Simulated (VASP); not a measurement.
# BaTiO3 (Pm-3m) in VASP: single point with PBE

Aim: the single point of BaTiO3 with PBE.

Program: VASP 6.6.1. These are calculated values, not measurements. Logs are shortened: lines on timing, memory, paths and dates and some standing lists are left out, and cuts for length are marked.

### 1 The cell of the first run

It takes space group Pm-3m (No. 221, cubic). Conventional cell: a = 4.006 Å, b = 4.006 Å, c = 4.006 Å, α = 90.00°, β = 90.00°, γ = 90.00°. Within 3.7 Å of Ba (site symmetry m-3m) lie 12 O at 2.83 Å and 8 Ti at 3.47 Å. Ti (site symmetry m-3m) has 6 O at 2.00 Å within 2.7 Å. O (site symmetry 4/mmm) has 2 Ti at 2.00 Å within 2.7 Å.

### 2 Single point, PBE

Contents of INCAR:

```
SYSTEM = BaTiO3
PREC     = Accurate       ! precision mode
ENCUT    = 520            ! plane-wave cutoff, eV
EDIFF    = 1E-6           ! SCF threshold, eV
ISMEAR   = -1             ! smearing method
SIGMA    = 0.01           ! smearing width, eV
LREAL    = .FALSE.        ! projectors in reciprocal space
LASPH    = .TRUE.         ! aspherical terms in the spheres
NELM     = 80             ! most SCF steps
ALGO     = Normal         ! electronic algorithm
ISIF     = 2              ! what is computed and relaxed
LWAVE    = .FALSE.        ! write WAVECAR
LCHARG   = .FALSE.        ! write CHGCAR
GGA      = PE             ! functional
NBANDS   = 28             ! bands
```

Contents of KPOINTS:

```
Automatic mesh
0
G
  4 4 4
  0 0 0
```

Contents of POSCAR:

```
BaTiO3
1.0
    4.0060000000      0.0000000000      0.0000000000
    0.0000000000      4.0060000000      0.0000000000
    0.0000000000      0.0000000000      4.0060000000
Ba Ti O
1 1 3
Direct
    0.5000000000      0.5000000000      0.5000000000
    0.0000000000      0.0000000000      0.0000000000
    0.5000000000      0.0000000000      0.0000000000
    0.0000000000      0.5000000000      0.0000000000
    0.0000000000      0.0000000000      0.5000000000
```

Potentials or basis: VASP PAW PBE potentials, release 64 (Ba_sv, Ti_sv, O).

The run is started by

```bash
$ cat potpaw_PBE.64/Ba_sv/POTCAR potpaw_PBE.64/Ti_sv/POTCAR potpaw_PBE.64/O/POTCAR > POTCAR
$ mpirun -np 1 vasp_std > vasp.out
```

OUTCAR:

```text
SYSTEM = BaTiO3
   PREC = Accurate
   ENCUT = 520
   EDIFF = 1E-6
   ISMEAR = -1
   LREAL = .FALSE.
   LASPH = .TRUE.
   NELM = 80
   ISIF = 2
   GGA = PE

 ion  position               nearest neighbor table
   1  0.500  0.500  0.500-   3 2.83   4 2.83   5 2.83   3 2.83   4 2.83   3 2.83   5 2.83   3 2.83
                             4 2.83   5 2.83   4 2.83   5 2.83   2 3.47   2 3.47   2 3.47   2 3.47
   2  0.000  0.000  0.000-   3 2.00   4 2.00   5 2.00   5 2.00   4 2.00   3 2.00   1 3.47   1 3.47
                             1 3.47   1 3.47   1 3.47   1 3.47   1 3.47   1 3.47
   3  0.500  0.000  0.000-   2 2.00   2 2.00   1 2.83   1 2.83   1 2.83   1 2.83
   4  0.000  0.500  0.000-   2 2.00   2 2.00   1 2.83   1 2.83   1 2.83   1 2.83
   5  0.000  0.000  0.500-   2 2.00   2 2.00   1 2.83   1 2.83   1 2.83   1 2.83

  LATTYP: Found a simple cubic cell.
 ALAT       =     4.0060000000

  Lattice vectors:

 A1 = (   4.0060000000,   0.0000000000,   0.0000000000)
 A2 = (   0.0000000000,   4.0060000000,   0.0000000000)
 A3 = (   0.0000000000,   0.0000000000,   4.0060000000)

Analysis of symmetry for initial positions (statically):
=====================================================================
 Subroutine PRICEL returns:
 Original cell was already a primitive cell.

 Routine SETGRP: Setting up the symmetry group for a
 simple cubic supercell.

 Subroutine GETGRP returns: Found 48 space group operations
 (whereof 48 operations were pure point group operations)
 out of a pool of 48 trial point group operations.

The static configuration has the point symmetry O_h .

Analysis of symmetry for dynamics (positions and initial velocities):
=====================================================================
 Subroutine PRICEL returns:
 Original cell was already a primitive cell.

 Routine SETGRP: Setting up the symmetry group for a
 simple cubic supercell.

 Subroutine GETGRP returns: Found 48 space group operations
 (whereof 48 operations were pure point group operations)
 out of a pool of 48 trial point group operations.

The dynamic configuration has the point symmetry O_h .

 Subroutine INISYM returns: Found 48 space group operations
 (whereof 48 operations are pure point group operations),
 and found     1 'primitive' translations

----------------------------------------------------------------------------------------

                                     Primitive cell

  volume of cell :      64.2884

  direct lattice vectors                    reciprocal lattice vectors
     4.006000000  0.000000000  0.000000000     0.249625562  0.000000000  0.000000000
     0.000000000  4.006000000  0.000000000     0.000000000  0.249625562  0.000000000
     0.000000000  0.000000000  4.006000000     0.000000000  0.000000000  0.249625562

  length of vectors
     4.006000000  4.006000000  4.006000000     0.249625562  0.249625562  0.249625562

  position of ions in fractional coordinates (direct lattice)
     0.500000000  0.500000000  0.500000000
     0.000000000  0.000000000  0.000000000
     0.500000000  0.000000000  0.000000000
     0.000000000  0.500000000  0.000000000
     0.000000000  0.000000000  0.500000000

  ion indices of the primitive-cell ions
   primitive index   ion index
                 1           1
                 2           2
                 3           3
                 4           4
                 5           5

----------------------------------------------------------------------------------------

 KPOINTS: Automatic mesh

Automatic generation of k-mesh.
 Grid dimensions read from file:
 generate k-points for:    4    4    4

 Generating k-lattice:

  Cartesian coordinates                     Fractional coordinates (reciprocal lattice)
     0.062406390  0.000000000  0.000000000     0.250000000  0.000000000  0.000000000
     0.000000000  0.062406390  0.000000000     0.000000000  0.250000000  0.000000000
     0.000000000  0.000000000  0.062406390     0.000000000  0.000000000  0.250000000

  Length of vectors
     0.062406390  0.062406390  0.062406390

  Shift w.r.t. Gamma in fractional coordinates (k-lattice)
     0.000000000  0.000000000  0.000000000

 Subroutine IBZKPT returns following result:
 ===========================================

 Found     10 irreducible k-points:

 Following reciprocal coordinates:
            Coordinates               Weight
  0.000000  0.000000  0.000000      1.000000
  0.250000  0.000000  0.000000      6.000000
  0.500000  0.000000  0.000000      3.000000
  0.250000  0.250000  0.000000     12.000000
  0.500000  0.250000  0.000000     12.000000
  0.500000  0.500000  0.000000      3.000000
  0.250000  0.250000  0.250000      8.000000
  0.500000  0.250000  0.250000     12.000000
  0.500000  0.500000  0.250000      6.000000
  0.500000  0.500000  0.500000      1.000000
   k-points           NKPTS =     10   k-points in BZ     NKDIM =     10   number of bands    NBANDS=     28
   number of dos      NEDOS =    301   number of ions     NIONS =      5
   total plane-waves  NPLWV =  27000
   dimension x,y,z NGX =    30 NGY =   30 NGZ =   30
   dimension x,y,z NGXF=    60 NGYF=   60 NGZF=   60
   ions per type =               1   1   3
   NGX,Y,Z   is equivalent  to a cutoff of  12.45, 12.45, 12.45 a.u.
   NGXF,Y,Z  is equivalent  to a cutoff of  24.90, 24.90, 24.90 a.u.
 SYSTEM =  BaTiO3
   PREC   = accura    normal or accurate (medium, high low for compatibility)
   ISTART =      0    job   : 0-new  1-cont  2-samecut
   ICHARG =      2    charge: 1-file 2-atom 10-const
   ISPIN  =      1    spin polarized calculation?
   LNONCOLLINEAR =      F non collinear calculations
   LSORBIT =      F    spin-orbit coupling
   LASPH  =      T    aspherical Exc in radial PAW
   ENCUT  =  520.0 eV  38.22 Ry    6.18 a.u.   7.45  7.45  7.45*2*pi/ulx,y,z
   NELM   =     80;   NELMIN=  2; NELMDL= -5     # of ELM steps
   EDIFF  = 0.1E-05   stopping-criterion for ELM
   LREAL  =      F    real-space projection
   EDIFFG = 0.1E-04   stopping-criterion for IOM
   NSW    =      0    number of steps for IOM
   IBRION =     -1    ionic relax: 0-MD 1-quasi-New 2-CG
   NFREE  =      0    steps in history (QN), initial steepest desc. (CG)
   ISIF   =      2    stress and relaxation
   ISYM   =      2    0-nonsym 1-usesym 2-fastsym
   POTIM  = 0.5000    time-step for ionic-motion
   TEBEG  =    0.0;   TEEND  =   0.0 temperature during run
   PSTRESS=    0.0 pullay stress
   NELECT =      40.0000    total number of electrons
   NUPDOWN=      -1.0000    fix difference up-down
   EMIN   =  10.00;   EMAX   =-10.00  energy-range for DOS
   EFERMI =   0.00;   METHOD = LEGACY
   ISMEAR =    -1;   SIGMA  =   0.01  broadening in eV -4-tet -1-fermi 0-gaus
   EFERMI_NEDOS =   21; number of points for ismear=-14 and -15
   IALGO  =     38    algorithm
   IMIX   =      4    mixing-type and parameters
     AMIX     =   0.40;   BMIX     =  1.00
     AMIX_MAG =   1.60;   BMIX_MAG =  1.00
  volume/ion in A,a.u.               =      12.86        86.77
  Fermi-wavevector in a.u.,A,eV,Ry     =   1.397603  2.641087 26.576187  1.953295
  Thomas-Fermi vector in A             =   2.520843
   LORBIT       =      0    0 simple, 1 ext, 2 COOP (PROOUT), +10 PAW based schemes
   GGA     = PE    functional components
   LHFCALC =     F    Hartree Fock is set to
   AEXX    =    0.0000 exact exchange contribution
   IVDW    =     0    specifies the selected vdW correction
   LEPSILON=     F    determine dielectric tensor
   LRPA    =     F    only Hartree local field effects (RPA)
 non-spin polarized calculation
  energy-cutoff  :      520.00
  volume of cell :       64.29
 maximum number of plane-waves:      1750
 NGX is ok and might be reduce to    30
   NGX = 15   NGY = 15   NGZ = 15

 number of electron      39.9999976 magnetization

 Free energy of the ion-electron system (eV)
  ---------------------------------------------------
  ext. energy  EPLUGINS =         0.00000000
  ---------------------------------------------------
  free energy    TOTEN  =       -39.95360121 eV

  energy without entropy =      -39.95360121  energy(sigma->0) =      -39.95360121

 E-fermi :   4.1280     XC(G=0): -11.2464

 val. band max:        3.8182365592   @ k =   0.5000   0.5000   0.5000
 cond. band min:       5.5410109091   @ k =   0.0000   0.0000   0.0000
 fundamental gap:      1.7227743499
 Fermi energy:         4.1280354780

 k-point     1 :       0.0000    0.0000    0.0000
  band No.  band energies     occupation
      1     -52.8537      2.00000
      2     -29.0621      2.00000
      3     -29.0621      2.00000
      4     -29.0621      2.00000
      5     -21.0047      2.00000
      6     -13.0697      2.00000
[... 20 lines left out ...]
     27       8.8627      0.00000
     28      11.1697      0.00000

 k-point     2 :       0.2500    0.0000    0.0000
  band No.  band energies     occupation
      1     -52.8532      2.00000
      2     -29.0879      2.00000
      3     -29.0612      2.00000
      4     -29.0612      2.00000
      5     -20.9465      2.00000
      6     -13.1402      2.00000
[... 20 lines left out ...]
     27       9.9802      0.00000
     28      12.1717      0.00000

 k-point     3 :       0.5000    0.0000    0.0000
  band No.  band energies     occupation
      1     -52.8527      2.00000
      2     -29.1135      2.00000
      3     -29.0602      2.00000
      4     -29.0602      2.00000
      5     -20.8867      2.00000
      6     -13.2930      2.00000
[... 20 lines left out ...]
     27      11.4002      0.00000
     28      12.0021      0.00000

 k-point     4 :       0.2500    0.2500    0.0000
  band No.  band energies     occupation
      1     -52.8527      2.00000
      2     -29.0870      2.00000
      3     -29.0862      2.00000
      4     -29.0602      2.00000
      5     -20.8984      2.00000
      6     -13.0346      2.00000
[... 144 lines left out ...]
     27      12.0765      0.00000
     28      12.1170      0.00000

 k-point     9 :       0.5000    0.5000    0.2500
  band No.  band energies     occupation
      1     -52.8513      2.00000
      2     -29.1090      2.00000
      3     -29.1090      2.00000
      4     -29.0832      2.00000
      5     -20.7782      2.00000
      6     -12.4466      2.00000
[... 20 lines left out ...]
     27      11.8572      0.00000
     28      11.8572      0.00000

 k-point    10 :       0.5000    0.5000    0.5000
  band No.  band energies     occupation
      1     -52.8508      2.00000
      2     -29.1078      2.00000
      3     -29.1078      2.00000
      4     -29.1078      2.00000
      5     -20.7452      2.00000
      6     -12.1612      2.00000
[... 20 lines left out ...]
     27      11.4455      0.00000
     28      11.4455      0.00000

------------------------ aborting loop because EDIFF is reached ----------------------------------------

  FORCE on cell =-STRESS in cart. coord.  units (eV):
  Direction    XX          YY          ZZ          XY          YZ          ZX
  --------------------------------------------------------------------------------------
  -------------------------------------------------------------------------------------
  Total        1.3881214      1.3881214      1.3881214     -0.0000000     -0.0000000     -0.0000000
  in kB       34.5943517     34.5943517     34.5943517     -0.0000000     -0.0000000     -0.0000000
  external PRESSURE =      34.5943517 kB  Pullay stress =       0.0000000 kB

 VOLUME and BASIS-vectors are now :
 -----------------------------------------------------------------------------
  energy-cutoff  :      520.00
  volume of cell :       64.29
      direct lattice vectors                 reciprocal lattice vectors
     4.006000000  0.000000000  0.000000000     0.249625562  0.000000000  0.000000000
     0.000000000  4.006000000  0.000000000     0.000000000  0.249625562  0.000000000
     0.000000000  0.000000000  4.006000000     0.000000000  0.000000000  0.249625562

 POSITION                                       TOTAL-FORCE (eV/Angst)
 -----------------------------------------------------------------------------------
      2.00300      2.00300      2.00300         0.000000      0.000000      0.000000
      0.00000      0.00000      0.00000         0.000000      0.000000      0.000000
      2.00300      0.00000      0.00000         0.000000      0.000000      0.000000
      0.00000      2.00300      0.00000         0.000000      0.000000      0.000000
      0.00000      0.00000      2.00300         0.000000      0.000000      0.000000
 -----------------------------------------------------------------------------------
    total drift:                                0.000000     -0.000000      0.000000

  FREE ENERGIE OF THE ION-ELECTRON SYSTEM (eV)
  ---------------------------------------------------
  free  energy   TOTEN  =       -39.9536012095 eV

  energy  without entropy=      -39.9536012095  energy(sigma->0) =      -39.95360121
```

It took 14 s on 1 thread of Intel Xeon Platinum 8488C (Sapphire Rapids), shared host; peak memory 0.17 GiB.

What came out:

```
Free energy            : -39.9536 eV
Pressure               : 3.5 GPa
Band gap on the k mesh : 1.72 eV, indirect (least direct gap 1.87 eV)
```

Levels at points of the mesh, in eV from the valence-band top:
```csv
k point,band 18,band 19,band 20,band 21,band 22,band 23
"(0.00, 0.00, 0.00)",-0.15,-0.15,-0.15,1.72,1.72,1.72
"(0.50, 0.00, 0.00)",-1.83,-0.72,-0.72,1.88,3.46,3.46
"(0.50, 0.50, 0.00)",-0.87,-0.87,-0.09,3.46,3.46,3.87
"(0.50, 0.50, 0.50)",0.00,0.00,0.00,4.12,4.12,4.12
```

Caveat: spin-orbit coupling is left out, which moves the levels of the heavy elements.
